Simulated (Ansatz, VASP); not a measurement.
**C: VASP beside Ansatz**

```
C
1.0
     1.20801    0.69745    8.11353
    -1.20801    0.69745    8.11353
     0.00000   -1.39489    8.11353
C
4
Direct
  0.08717 0.08717 0.08717
  0.75385 0.75385 0.75385
  0.24615 0.24615 0.24615
  0.91283 0.91283 0.91283
```

Alike in both runs: task single point; functional LDA; k mesh 12 × 12 × 12; occupations fermi-dirac, width 0.05 eV; no spin polarisation.

|  | VASP | Ansatz |
| --- | --- | --- |
| version | VASP 6.6.1 | Ansatz 0.2.0 |
| potentials or method | VASP PAW LDA potentials, release 64 (C) | Ansatz PAW |
| plane-wave cutoff (eV) | 520 | 420 |
| valence electrons in the cell | 16 | 16 |

Ansatz gave:

```
gap on the k mesh at the Fermi level (eV)                     : 0.21
least direct gap on the mesh (eV)                             : 0.21
pressure (GPa)                                                : 8.7
traceless stress, the component that is largest in VASP (GPa) : -9.72
rms of the force components (eV/Å)                            : 0.003
```

Task: Which values does VASP return?

Result: gap on the k mesh at the Fermi level (eV): 0.21; least direct gap on the mesh (eV): 0.21; pressure (GPa): 9.4; traceless stress, the component that is largest in VASP (GPa): -10.51; rms of the force components (eV/Å): 0.003.

LDA's correlation is that of Perdew and Zunger in VASP and of Perdew and Wang (1992) in Ansatz. Atom by atom the forces differ by 0.000 eV/Å (rms over components).
